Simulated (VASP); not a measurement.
Here is a VASP 6.6.1 calculation.

The input INCAR:

```
PREC = Accurate ; ENCUT = 520
EDIFF = 1E-6 ; ISMEAR = 0
SIGMA = 0.1 ; LREAL = False
LASPH = True ; NELM = 100
ALGO = Normal ; ISIF = 2
LWAVE = False ; LCHARG = True
GGA = PE ; LELF = True
LVHAR = True ; NBANDS = 42
```

Contents of KPOINTS:

```
regular mesh
0
Gamma
  8 6 4
```

Contents of POSCAR:

```
HfC5
1.0
    4.3263379492      0.0000000000      0.0000000000
    0.0000000000      4.7984088230      0.0000000000
    0.0000000000      0.0000000000      8.7280230440
Hf C
2 10
Direct
    0.0000000000      0.0000000000      0.5000000000
    0.5000000000      0.5000000000      0.5000000000
    0.3343922110      0.5000000000      0.0000000000
    0.1655705378      0.7500959908      0.0000000000
    0.3344384552      0.0000000000      0.0000000000
    0.1655705378      0.2499040092      0.0000000000
    0.6656077890      0.5000000000      0.0000000000
    0.8344294622      0.2499040092      0.0000000000
    0.6655615448      0.0000000000      0.0000000000
    0.8344294622      0.7500959908      0.0000000000
    0.5000000000      0.0000000000      0.5000000000
    0.0000000000      0.5000000000      0.5000000000
```

Potentials or basis: VASP PAW PBE potentials, release 64 (Hf_pv, C).

Run with:

```bash
$ cat potpaw_PBE.64/Hf_pv/POTCAR potpaw_PBE.64/C/POTCAR > POTCAR
$ mpirun -np 1 vasp_std > vasp.out
```

Question: What does it give for the pressure?

Answer: -0.1 GPa.

Question: Predict the band gap on the k mesh.

Answer: Zero (bands 30 and 31 overlap by 0.59 eV).

Stress tensor (GPa, compression positive):
```
-0.10  0.00  0.00
 0.00 -0.20  0.00
 0.00  0.00 -0.13
```

Caveat: spin-orbit coupling is left out, which moves the levels of the heavy elements.
